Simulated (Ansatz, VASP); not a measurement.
## TaN in VASP and in Ansatz

INCAR

```
SYSTEM = TaN
ALGO     = Normal         ! electronic algorithm
EDIFF    = 1E-7           ! SCF threshold, eV
ENCUT    = 520            ! plane-wave cutoff, eV
GGA      = CA             ! functional
ISIF     = 2              ! what is computed and relaxed
ISMEAR   = -1             ! smearing method
LASPH    = .TRUE.         ! aspherical terms in the spheres
LCHARG   = .FALSE.        ! write CHGCAR
LREAL    = .FALSE.        ! projectors in reciprocal space
LWAVE    = .FALSE.        ! write WAVECAR
NBANDS   = 15             ! bands
NELM     = 100            ! most SCF steps
PREC     = Accurate       ! precision mode
SIGMA    = 0.02           ! smearing width, eV
```

KPOINTS

```
k-points
0
G
  12 12 10
  0 0 0
```

POSCAR

```
TaN
1.0
    2.9182801511      0.0000000000      0.0000000000
   -1.4591400756      2.5273047463      0.0000000000
    0.0000000000      0.0000000000      2.8636504237
Ta N
1 1
Direct
    0.3333333333      0.6666666667      0.5000000000
    0.0000000000      0.0000000000      0.0000000000
```

Input for Ansatz:

```yaml
crystal:
  lattice:
    - [2.9182801511, 0.0, 0.0]
    - [-1.4591400756, 2.5273047463, 0.0]
    - [0.0, 0.0, 2.8636504237]
  atoms:
    - { symbol: Ta, position: [0.3333333333, 0.6666666667, 0.5] }
    - { symbol: "N", position: [0.0, 0.0, 0.0] }
kpoints:
  mp_grid: { grid: [12, 12, 10] }
  band_path:
    path:
      - [0.0, 0.0, 0.0]
      - [0.5, 0.0, 0.0]
      - [0.3333333333, 0.3333333333, 0.0]
      - [0.0, 0.0, 0.0]
      - [0.0, 0.0, 0.5]
      - [0.5, 0.0, 0.5]
      - [0.3333333333, 0.3333333333, 0.5]
      - [0.0, 0.0, 0.5]
      - [0.5, 0.0, 0.5]
    npoints: 5
scf:
  occupations: { method: fermi_dirac, width: 0.02 }
hamiltonian:
  xc: lda
  pseudopotentials: { kind: all_electron, lapw: { basis_error: 0.00025 } }
output:
  forces: true
  stress: true
  eigenvalues: true
```

Change from the starting cell: volume scaled by 0.98.

Alike in both runs: task single point; functional LDA; k mesh 12 × 12 × 10; occupations fermi-dirac, width 0.02 eV; no spin polarisation.

|  | VASP | Ansatz |
| --- | --- | --- |
| version | VASP 6.6.1 | Ansatz 0.2.0 |
| potentials or method | VASP PAW LDA potentials, release 64 (Ta_pv, N), cutoff 520 eV | all-electron LAPW, scalar-relativistic |

Ansatz gave:

* pressure (GPa): -4.6
* traceless stress, the component that is largest in VASP (GPa): -0.52

Problem. Which values does VASP return?

Solution. Pressure (GPa): -2.7; traceless stress, the component that is largest in VASP (GPa): -0.34.

LDA's correlation is that of Perdew and Zunger in VASP and of Perdew and Wang (1992) in Ansatz. Ansatz ran all-electron here, and VASP with PAW potentials.

Neither program's run includes spin-orbit coupling.
